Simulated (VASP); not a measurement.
# Ta (Im-3m) in VASP: a series of runs

Aim: see how the results for Ta move with the level of theory and the settings. Levels: LDA, BLYP+D4. Tasks: single point.

Everything below comes from runs of VASP 6.6.1. Logs are shortened: lines on timing, memory, paths and dates and some standing lists are left out, and cuts for length are marked.

## Step 1: The cell of the first run

It takes space group Im-3m (No. 229, cubic). The conventional cell has a = 3.235 Å, b = 3.235 Å, c = 3.235 Å, α = 90.00°, β = 90.00°, γ = 90.00°. Ta (site symmetry m-3m) has 14 Ta at 2.80 to 3.24 Å within 3.7 Å.

## Step 2: Single point, LDA

File INCAR:

```
SYSTEM = Ta
ALGO = Normal
EDIFF = 1E-6
ENCUT = 500
GGA = CA
GGA_COMPAT = .False.
ISIF = 2
ISMEAR = -1
LASPH = .True.
LCHARG = .False.
LREAL = .False.
LWAVE = .False.
NBANDS = 12
NELM = 120
PREC = Accurate
SIGMA = 0.05
```

File KPOINTS:

```
k-points
0
Gamma
  11 11 11
  0 0 0
```

File POSCAR:

```
Ta
1.0
   -1.6175709496      1.6175709496      1.6175709496
    1.6175709496     -1.6175709496      1.6175709496
    1.6175709496      1.6175709496     -1.6175709496
Ta
1
Direct
    0.0000000000      0.0000000000      0.0000000000
```

Potentials or basis: VASP PAW LDA potentials, release 64 (Ta_sv_GW).

Command:

```console
> cat potpaw_LDA.64/Ta_sv_GW/POTCAR > POTCAR
> mpirun -np 1 vasp_std > vasp.out
```

OUTCAR:

```text
SYSTEM = Ta
   EDIFF = 1E-6
   ENCUT = 500
   GGA = CA
   ISIF = 2
   ISMEAR = -1
   LASPH = .True.
   LREAL = .False.
   NELM = 120
   PREC = Accurate

 ion  position               nearest neighbor table
   1  0.000  0.000  0.000-

  LATTYP: Found a body centered cubic cell.
 ALAT       =     3.2351418992

  Lattice vectors:

 A1 = (  -1.6175709496,   1.6175709496,   1.6175709496)
 A2 = (   1.6175709496,  -1.6175709496,   1.6175709496)
 A3 = (   1.6175709496,   1.6175709496,  -1.6175709496)

Analysis of symmetry for initial positions (statically):
=====================================================================
 Subroutine PRICEL returns:
 Original cell was already a primitive cell.

 Routine SETGRP: Setting up the symmetry group for a
 body centered cubic supercell.

 Subroutine GETGRP returns: Found 48 space group operations
 (whereof 48 operations were pure point group operations)
 out of a pool of 48 trial point group operations.

The static configuration has the point symmetry O_h .

Analysis of symmetry for dynamics (positions and initial velocities):
=====================================================================
 Subroutine PRICEL returns:
 Original cell was already a primitive cell.

 Routine SETGRP: Setting up the symmetry group for a
 body centered cubic supercell.

 Subroutine GETGRP returns: Found 48 space group operations
 (whereof 48 operations were pure point group operations)
 out of a pool of 48 trial point group operations.

The dynamic configuration has the point symmetry O_h .

 Subroutine INISYM returns: Found 48 space group operations
 (whereof 48 operations are pure point group operations),
 and found     1 'primitive' translations

----------------------------------------------------------------------------------------

                                     Primitive cell

  volume of cell :      16.9297

  direct lattice vectors                    reciprocal lattice vectors
    -1.617570950  1.617570950  1.617570950     0.000000000  0.309105452  0.309105452
     1.617570950 -1.617570950  1.617570950     0.309105452  0.000000000  0.309105452
     1.617570950  1.617570950 -1.617570950     0.309105452  0.309105452  0.000000000

  length of vectors
     2.801715070  2.801715070  2.801715070     0.437141123  0.437141123  0.437141123

  position of ions in fractional coordinates (direct lattice)
     0.000000000  0.000000000  0.000000000

  ion indices of the primitive-cell ions
   primitive index   ion index
                 1           1

----------------------------------------------------------------------------------------

 KPOINTS: k-points

Automatic generation of k-mesh.
 Grid dimensions read from file:
 generate k-points for:   11   11   11

 Generating k-lattice:

  Cartesian coordinates                     Fractional coordinates (reciprocal lattice)
     0.000000000  0.028100496  0.028100496     0.090909091  0.000000000  0.000000000
     0.028100496  0.000000000  0.028100496     0.000000000  0.090909091  0.000000000
     0.028100496  0.028100496  0.000000000     0.000000000  0.000000000  0.090909091

  Length of vectors
     0.039740102  0.039740102  0.039740102

  Shift w.r.t. Gamma in fractional coordinates (k-lattice)
     0.000000000  0.000000000  0.000000000

 Subroutine IBZKPT returns following result:
 ===========================================

 Found     56 irreducible k-points:

 Following reciprocal coordinates:
            Coordinates               Weight
  0.000000  0.000000  0.000000      1.000000
  0.090909  0.000000  0.000000     12.000000
  0.181818  0.000000  0.000000     12.000000
  0.272727  0.000000  0.000000     12.000000
  0.363636  0.000000  0.000000     12.000000
  0.454545  0.000000  0.000000     12.000000
[... 16 lines left out ...]
  0.272727  0.181818  0.090909     48.000000
  0.363636  0.181818  0.090909     24.000000
 [... further k-points ...]
   k-points           NKPTS =     56   k-points in BZ     NKDIM =     56   number of bands    NBANDS=     12
   number of dos      NEDOS =    301   number of ions     NIONS =      1
   total plane-waves  NPLWV =   8000
   dimension x,y,z NGX =    20 NGY =   20 NGZ =   20
   dimension x,y,z NGXF=    40 NGYF=   40 NGZF=   40
   ions per type =               1
   NGX,Y,Z   is equivalent  to a cutoff of  11.87, 11.87, 11.87 a.u.
   NGXF,Y,Z  is equivalent  to a cutoff of  23.73, 23.73, 23.73 a.u.
 SYSTEM =  Ta
   PREC   = accura    normal or accurate (medium, high low for compatibility)
   ISTART =      0    job   : 0-new  1-cont  2-samecut
   ICHARG =      2    charge: 1-file 2-atom 10-const
   ISPIN  =      1    spin polarized calculation?
   LNONCOLLINEAR =      F non collinear calculations
   LSORBIT =      F    spin-orbit coupling
   LASPH  =      T    aspherical Exc in radial PAW
   ENCUT  =  500.0 eV  36.75 Ry    6.06 a.u.   5.11  5.11  5.11*2*pi/ulx,y,z
   NELM   =    120;   NELMIN=  2; NELMDL= -5     # of ELM steps
   EDIFF  = 0.1E-05   stopping-criterion for ELM
   LREAL  =      F    real-space projection
   EDIFFG = 0.1E-04   stopping-criterion for IOM
   NSW    =      0    number of steps for IOM
   IBRION =     -1    ionic relax: 0-MD 1-quasi-New 2-CG
   NFREE  =      0    steps in history (QN), initial steepest desc. (CG)
   ISIF   =      2    stress and relaxation
   ISYM   =      2    0-nonsym 1-usesym 2-fastsym
   POTIM  = 0.5000    time-step for ionic-motion
   TEBEG  =    0.0;   TEEND  =   0.0 temperature during run
   PSTRESS=    0.0 pullay stress
   NELECT =      13.0000    total number of electrons
   NUPDOWN=      -1.0000    fix difference up-down
   EMIN   =  10.00;   EMAX   =-10.00  energy-range for DOS
   EFERMI =   0.00;   METHOD = LEGACY
   ISMEAR =    -1;   SIGMA  =   0.05  broadening in eV -4-tet -1-fermi 0-gaus
   EFERMI_NEDOS =   21; number of points for ismear=-14 and -15
   IALGO  =     38    algorithm
   IMIX   =      4    mixing-type and parameters
     AMIX     =   0.40;   BMIX     =  1.00
     AMIX_MAG =   1.60;   BMIX_MAG =  1.00
  volume/ion in A,a.u.               =      16.93       114.25
  Fermi-wavevector in a.u.,A,eV,Ry     =   1.499130  2.832945 30.577605  2.247391
  Thomas-Fermi vector in A             =   2.610800
   LORBIT       =      0    0 simple, 1 ext, 2 COOP (PROOUT), +10 PAW based schemes
   GGA     = CA    functional components
   LHFCALC =     F    Hartree Fock is set to
   AEXX    =    0.0000 exact exchange contribution
   IVDW    =     0    specifies the selected vdW correction
   LEPSILON=     F    determine dielectric tensor
   LRPA    =     F    only Hartree local field effects (RPA)
 non-spin polarized calculation
  energy-cutoff  :      500.00
  volume of cell :       16.93
 maximum number of plane-waves:       444
   NGX = 11   NGY = 11   NGZ = 11

 number of electron      12.9999997 magnetization

 Free energy of the ion-electron system (eV)
  ---------------------------------------------------
  ext. energy  EPLUGINS =         0.00000000
  ---------------------------------------------------
  free energy    TOTEN  =       -15.32259132 eV

  energy without entropy =      -15.31519712  energy(sigma->0) =      -15.31889422

 E-fermi :  11.0298     XC(G=0): -13.6139

 val. band max:       11.0264080925   @ k =  -0.4545  -0.4545   0.0909
 cond. band min:      11.0747598639   @ k =  -0.1818   0.2727   0.0909
 fundamental gap:      0.0483517713
 Fermi energy:        11.0297762399

 k-point     1 :       0.0000    0.0000    0.0000
  band No.  band energies     occupation
      1     -55.6135      2.00000
      2     -21.6366      2.00000
      3     -21.6366      2.00000
      4     -21.6366      2.00000
      5       2.9780      2.00000
      6      11.6936      0.00000
      7      11.6936      0.00000
      8      11.6936      0.00000
      9      15.1748      0.00000
     10      15.1748      0.00000
     11      25.9548      0.00000
     12      25.9548      0.00000

 k-point     2 :       0.0909    0.0000    0.0000
  band No.  band energies     occupation
      1     -55.6012      2.00000
      2     -21.7628      2.00000
      3     -21.6748      2.00000
      4     -21.6373      2.00000
      5       3.3734      2.00000
      6      11.4413      0.00053
      7      11.6122      0.00002
      8      12.0865      0.00000
      9      14.7932      0.00000
     10      15.1768      0.00000
     11      26.3019      0.00000
     12      26.6233      0.00000

 k-point     3 :       0.1818    0.0000    0.0000
  band No.  band energies     occupation
      1     -55.5682      2.00000
      2     -22.0922      2.00000
      3     -21.7766      2.00000
      4     -21.6395      2.00000
      5       4.4276      2.00000
      6      10.8329      1.96178
      7      11.2282      0.03708
      8      13.2300      0.00000
      9      14.4227      0.00000
     10      15.2361      0.00000
     11      26.8443      0.00000
     12      28.4716      0.00000
[... 286 lines left out ...]
 k-point    23 :       0.2727    0.1818    0.0909
  band No.  band energies     occupation
      1     -55.4585      2.00000
      2     -22.8367      2.00000
      3     -22.2053      2.00000
      4     -21.8693      2.00000
      5       8.0773      2.00000
      6       9.3691      2.00000
      7      10.5305      1.99991
      8      15.5757      0.00000
      9      16.1805      0.00000
     10      20.8911      0.00000
     11      22.1857      0.00000
     12      25.5771      0.00000

 k-point    24 :       0.3636    0.1818    0.0909
  band No.  band energies     occupation
      1     -55.4498      2.00000
      2     -22.8420      2.00000
      3     -22.3016      2.00000
      4     -21.8797      2.00000
      5       8.0534      2.00000
      6       9.3069      2.00000
      7      11.2760      0.01443
      8      15.6772      0.00000
      9      16.2973      0.00000
     10      20.8319      0.00000
     11      21.8956      0.00000
     12      24.9321      0.00000

 [... further k-points ...]
[... 5 lines left out ...]
  --------------------------------------------------------------------------------------
  -------------------------------------------------------------------------------------
  Total        0.3327717      0.3327717      0.3327717      0.0000000     -0.0000000      0.0000000
  in kB       31.4924842     31.4924842     31.4924842      0.0000000     -0.0000000      0.0000000
  external PRESSURE =      31.4924842 kB  Pullay stress =       0.0000000 kB

 VOLUME and BASIS-vectors are now :
 -----------------------------------------------------------------------------
  energy-cutoff  :      500.00
  volume of cell :       16.93
      direct lattice vectors                 reciprocal lattice vectors
    -1.617570950  1.617570950  1.617570950     0.000000000  0.309105452  0.309105452
     1.617570950 -1.617570950  1.617570950     0.309105452  0.000000000  0.309105452
     1.617570950  1.617570950 -1.617570950     0.309105452  0.309105452  0.000000000

 POSITION                                       TOTAL-FORCE (eV/Angst)
 -----------------------------------------------------------------------------------
      0.00000      0.00000      0.00000         0.000000     -0.000000      0.000000
 -----------------------------------------------------------------------------------
    total drift:                                0.000000     -0.000000     -0.000000

  FREE ENERGIE OF THE ION-ELECTRON SYSTEM (eV)
  ---------------------------------------------------
  free  energy   TOTEN  =       -15.3225913171 eV

  energy  without entropy=      -15.3151971228  energy(sigma->0) =      -15.31889422
```

It took 4 s on 1 thread of Intel Xeon 6975P-C (Granite Rapids), shared host; peak memory 0.12 GiB.

What came out:

| Quantity | Value |
| --- | --- |
| Free energy | -15.3226 eV |
| Pressure | 3.1 GPa |

Caveat: spin-orbit coupling is left out, which moves the levels of the heavy elements.

## Step 3: Single point, LDA

This run uses another cell than the first one, of 17.21 Å³/atom, 1.017 times its volume.

File INCAR:

```
ALGO = Normal
EDIFF = 1E-6
ENCUT = 500
GGA = CA
GGA_COMPAT = False
ISIF = 2
ISMEAR = -1
LASPH = True
LCHARG = False
LREAL = False
LWAVE = False
NBANDS = 12
NELM = 120
PREC = Accurate
SIGMA = 0.05
```

File KPOINTS:

```
k-points
0
Gamma
  11 11 11
```

File POSCAR:

```
Ta
1.0
   -1.6264785543      1.6264785543      1.6264785543
    1.6264785543     -1.6264785543      1.6264785543
    1.6264785543      1.6264785543     -1.6264785543
Ta
1
Direct
    0.0000000000      0.0000000000      0.0000000000
```

Potentials or basis: VASP PAW LDA potentials, release 64 (Ta_sv_GW).

Command:

```console
> cat potpaw_LDA.64/Ta_sv_GW/POTCAR > POTCAR
> mpirun -np 1 vasp_std > vasp.out
```

Wall time 6.2 s (1 thread of Intel Xeon Platinum 8375C at 2.90GHz (Ice Lake), shared host); peak memory 0.14 GiB.

It converged, with:

```
Free energy : -15.3270 eV
Pressure    : -0.7 GPa
```

Levels at points of the mesh, in eV from the Fermi level:
| k point | band 2 | band 3 | band 4 | band 5 | band 6 | band 7 | band 8 | band 9 | band 10 | band 11 |
| --- | --- | --- | --- | --- | --- | --- | --- | --- | --- | --- |
| (0.00, 0.00, 0.00) | -32.73 | -32.73 | -32.73 | -8.00 | 0.66 | 0.66 | 0.66 | 4.08 | 4.08 | 14.86 |

Caveat: spin-orbit coupling is left out, which moves the levels of the heavy elements.

(Part 1 of 2 ends here.)
